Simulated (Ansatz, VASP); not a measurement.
**Ag: VASP beside Ansatz**

```
Ag
1.0
    -2.67104    2.67104    2.67104
     2.67104   -2.67104    2.67104
     2.67104    2.67104   -2.67104
Ag
3
Direct
  0.00000 0.50000 0.50000
  0.50000 0.00000 0.50000
  0.50000 0.50000 0.00000
```

Alike in both runs: task relaxation of cell and atoms; functional PBE; k mesh 12 × 12 × 12; occupations gaussian, width 0.1 eV; no spin polarisation.

|  | VASP | Ansatz |
| --- | --- | --- |
| version | VASP 6.6.1 | Ansatz 0.2.0 |
| potentials or method | VASP PAW PBE potentials, release 64 (Ag), cutoff 600 eV | scalar-relativistic, plane waves, PAW |
| valence electrons in the cell | 33 | 57 |

|  | VASP | Ansatz | Ansatz less VASP |
| --- | --- | --- | --- |
| gap on the k mesh at the Fermi level, each at its own relaxed structure (eV) | none | none | - |
| relaxed volume (Å³/atom) | 25.28 | 25.32 | +0.045 |
| relaxed length of the cell vector where the two differ most in proportion (Å) | 4.618 | 4.621 | +0.0028 |

A gap of «none» marks a metal or a gap that the smearing closes. VASP's potentials hold 33 valence electrons a cell and Ansatz's 57, so a difference there can come from the potentials and not from the codes.
